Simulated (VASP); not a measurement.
Write the native input for VASP 6.6.1 that does the following.

```
Task                   : single point
Functional             : PBE
Dispersion             : D3(BJ)
Potentials or basis    : VASP PAW PBE potentials, release 64 (Si, B)
Cutoff                 : 520 eV
k mesh                 : 2 × 2 × 2
Occupations            : fermi-dirac, width 0.05 eV
Spin                   : collinear spin, zero start
Starting moments       : [0.0, 0.0, 0.0, 0.0, 0.0, 0.0, 0.0, 0.0, 0.0, 0.0, 0.0, 0.0, 0.0, 0.0, 0.0, 0.0, 0.0] μB
Dipole correction      : no
Further INCAR settings : LREAL = Auto; ALGO = Normal; EDIFF = 1e-06; NBANDS = 52
```

The structure of Si16B (a cell with a defect) lies in POSCAR:

```
Si16B
1.0
    0.0000000000      5.4300000000      5.4300000000
    5.4300000000      0.0000000000      5.4300000000
    5.4300000000      5.4300000000      0.0000000000
Si B
16 1
Direct
   -0.0095395948     -0.0272928177     -0.0223572744
    0.0934254144      0.1352670350      0.1138858195
   -0.0043001842      0.0183149171      0.4682965009
    0.1543554328      0.1004511971      0.5982044199
    0.0011602210      0.5453591160     -0.0200000000
    0.1199539595      0.6130478821      0.1532320442
    0.0063351750      0.4722467772      0.5618232044
    0.1370073665      0.6571546961      0.5952394107
    0.4616666667      0.0290515654     -0.0174861878
    0.6143554328      0.1072283610      0.1233609576
    0.5153130755     -0.0347605893      0.5197697974
    0.6196593002      0.1368047882      0.6047421731
    0.5051104972      0.4809852670      0.0080386740
    0.6192449355      0.6307918969      0.1323388582
    0.5210773481      0.5053130755      0.4941160221
    0.6303591160      0.6030478821      0.6463075506
    0.8538397790      0.3935819521      0.9159576427
```

The input as run:

INCAR

```
SYSTEM = Si16B
ALGO     = Normal         ! electronic algorithm
EDIFF    = 1E-6           ! SCF threshold, eV
ENCUT    = 520            ! plane-wave cutoff, eV
GGA      = PE             ! functional
ISIF     = 2              ! what is computed and relaxed
ISMEAR   = -1             ! smearing method
ISPIN    = 2              ! spin polarisation
IVDW     = 12             ! dispersion correction
LASPH    = .TRUE.         ! aspherical terms in the spheres
LCHARG   = .TRUE.         ! write CHGCAR
LELF     = .TRUE.         ! ELF
LORBIT   = 11             ! projections on sites
LREAL    = Auto         
LVHAR    = .TRUE.       
LWAVE    = .FALSE.        ! write WAVECAR
MAGMOM   = 0 0 0 0 0 0 0 0 0 0 0 0 0 0 0 0 0 ! initial moments
NBANDS   = 52             ! bands
NELM     = 150            ! most SCF steps
PREC     = Accurate       ! precision mode
SIGMA    = 0.05           ! smearing width, eV
```

KPOINTS

```
k-points
0
G
  2 2 2
  0 0 0
```

Potentials or basis: VASP PAW PBE potentials, release 64 (Si, B).

Launch:

```bash
$ cat potpaw_PBE.64/Si/POTCAR potpaw_PBE.64/B/POTCAR > POTCAR
$ mpirun -np 1 vasp_std > vasp.out
```

It gave:

```yaml
Pressure: 0.1 GPa
Largest_force: 2.261 eV/Å
Net_moment: 0.00 μB per cell
Valence_electrons_inside_the_program's_atomic_spheres: Si 1.65, 1.66, 1.73, 1.68, 1.64, 1.70, 1.67, 1.71, 1.72 (each value once); B 1.60
Dispersion_energy_per_atom: -0.314 eV
```

Caveat: the k points lie up to 0.50 Å⁻¹ apart.

Wall time 14 min on 1 thread of Intel Xeon 8259CL, with other jobs on the host, peak memory 0.7 GiB.
